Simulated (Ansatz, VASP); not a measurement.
# MgO: VASP beside Ansatz

File INCAR:

```
SYSTEM = MgO
PREC = Accurate
ENCUT = 520
EDIFF = 1E-7
ISMEAR = 0
SIGMA = 0.05
LREAL = .False.
LASPH = .True.
NELM = 60
ALGO = Normal
ISIF = 2
LWAVE = .False.
LCHARG = .False.
GGA = PE
NBANDS = 26
```

The input KPOINTS:

```
regular mesh
0
Gamma
  9 9 4
  0 0 0
```

Contents of POSCAR:

```
MgO
1.0
    3.4608807249      0.0000000000      0.0000000000
   -1.7304403625      2.9972106272      0.0000000000
    0.0000000000      0.0000000000      9.8247482019
Mg O
4 4
Direct
    0.3333333333      0.6666666667      0.9694906392
    0.0000000000      0.0000000000      0.2208211786
    0.0000000000      0.0000000000      0.7208211786
    0.6666666667      0.3333333333      0.4694906392
    0.3333333333      0.6666666667      0.7800420079
    0.0000000000      0.0000000000      0.5296443544
    0.0000000000      0.0000000000      0.0296443544
    0.6666666667      0.3333333333      0.2800420079
```

Input for Ansatz:

```yaml
crystal:
  lattice:
    - [3.4608807249, 0.0, 0.0]
    - [-1.7304403625, 2.9972106272, 0.0]
    - [0.0, 0.0, 9.8247482019]
  atoms:
    - { symbol: Mg, position: [0.3333333333, 0.6666666667, 0.9694906392] }
    - { symbol: Mg, position: [0.0, 0.0, 0.2208211786] }
    - { symbol: Mg, position: [0.0, 0.0, 0.7208211786] }
    - { symbol: Mg, position: [0.6666666667, 0.3333333333, 0.4694906392] }
    - { symbol: O, position: [0.3333333333, 0.6666666667, 0.7800420079] }
    - { symbol: O, position: [0.0, 0.0, 0.5296443544] }
    - { symbol: O, position: [0.0, 0.0, 0.0296443544] }
    - { symbol: O, position: [0.6666666667, 0.3333333333, 0.2800420079] }
basis:
  ecutwfc: 520.0
kpoints:
  mp_grid: { grid: [9, 9, 4] }
hamiltonian:
  xc: pbe
  pseudopotentials: { kind: paw, azcp: { folder: soft_1 } }
scf:
  occupations: { method: gaussian, width: 0.05 }
output:
  forces: true
  stress: true
  eigenvalues: true
  write_density: true
  write_potential: true
  elf: true
  volumetric_format: npy
```

Alike in both runs: task single point; functional PBE; k mesh 9 × 9 × 4; occupations gaussian, width 0.05 eV; no spin polarisation.

|  | VASP | Ansatz |
| --- | --- | --- |
| version | VASP 6.6.1 | Ansatz 0.2.0 |
| potentials or method | VASP PAW PBE potentials, release 64 (Mg, O), cutoff 520 eV | scalar-relativistic, plane waves, PAW |
| valence electrons in the cell | 32 | 64 |

VASP gave:

- gap on the k mesh at the Fermi level (eV): 2.98
- least direct gap on the mesh (eV): 2.98
- pressure (GPa): -2.6
- traceless stress, the component that is largest in VASP (GPa): 17.45
- rms of the force components (eV/Å): 0.763

Q: Estimate Ansatz's values.

A: gap on the k mesh at the Fermi level (eV): 3.00; least direct gap on the mesh (eV): 3.00; pressure (GPa): -2.2; traceless stress, the component that is largest in VASP (GPa): 17.20; rms of the force components (eV/Å): 0.754.

Atom by atom the forces differ by 0.009 eV/Å (rms over components). With one functional, cell and mesh, what is left measures potentials, basis and numerics. VASP's potentials hold 32 valence electrons a cell and Ansatz's 64, so a difference there can come from the potentials and not from the codes.
